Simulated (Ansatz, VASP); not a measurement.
In, level by level in two programs

```
In
1.0
     3.33548    0.00000    0.00000
    -1.66774    2.88861    0.00000
     0.00000    0.00000    5.50914
In
2
Direct
  0.66667 0.33333 0.75000
  0.33333 0.66667 0.25000
```

Single points on this cell with VASP 6.6.1 and Ansatz 0.2.0. Each row is one pair of runs. Alike in all rows: spin: off; VASP's potentials, cutoff: VASP PAW PBE potentials, release 64 (In_d), 520 eV; Ansatz's potentials, cutoff: Ansatz PAW, 420 eV.

```tsv
level	k mesh	smearing	gap on the k mesh at the Fermi level (eV), VASP	gap on the k mesh at the Fermi level (eV), Ansatz	pressure (GPa), VASP	pressure (GPa), Ansatz
PBE0	5 × 5 × 3	fermi-dirac, width 0.05 eV	none	none	-0.2	0.0
PBEsol-based global hybrid	5 × 5 × 3	fermi-dirac, width 0.05 eV	none	none	-2.1	-1.9
PBE	9 × 9 × 5	gaussian, width 0.028 eV	none	none	1.3	1.4
```

Pressure (GPa): the two programs differ by at most 0.22.

A gap of «none» marks a metal or a gap that the smearing closes.

The k mesh is coarse in some rows, so the values compare programs but aren't converged.
